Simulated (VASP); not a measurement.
Runs of VASP 6.6.1 on Mg3BeS. The structure is that of space group P4mm (No. 99), or close to it. The cells are those of the table. 

```tsv
task	cell	k mesh	cutoff (eV)	gap on the mesh (eV)	pressure (GPa)	relaxed volume (Å³/atom)	largest force (eV/Å)
single point	a = 3.922, b = 3.922, c = 5.047 Å, 5 atoms	4 × 4 × 4	520	none	21.3	-	1.31
relaxation of cell and atoms	relaxed from a = 4.831, b = 4.831, c = 4.953 Å, 5 atoms	8 × 8 × 8	600	none	0.0	23.20	-
single point	a = 4.829, b = 4.829, c = 4.984 Å, 5 atoms	8 × 8 × 8	520	none	(a)	-	0.01
single point	a = 4.831, b = 4.831, c = 4.953 Å, 5 atoms	4 × 4 × 4	520	none	0.0	-	0.01
relaxation of cell and atoms	relaxed from a = 3.922, b = 3.922, c = 5.047 Å, 5 atoms	4 × 4 × 4	600	none	0.1	(b)	0.03
```

Alike in all rows: level PBE; potentials or basis VASP PAW PBE potentials, release 64 (Mg, Be, S); no spin polarisation; smearing gaussian 0.1 eV.

**Question.** Estimate the missing entries.

**Answer.** (a) -0.1; (b) 22.90.

Caveats: some runs use coarse meshes; forces of over 1 eV/Å act on the atoms, so gaps and moduli don't describe the material at rest (some runs); the volume moved by over 15 % at a fixed basis, so the end points are rough (some runs).

A gap of «none» marks levels without a gap at the run's occupations.
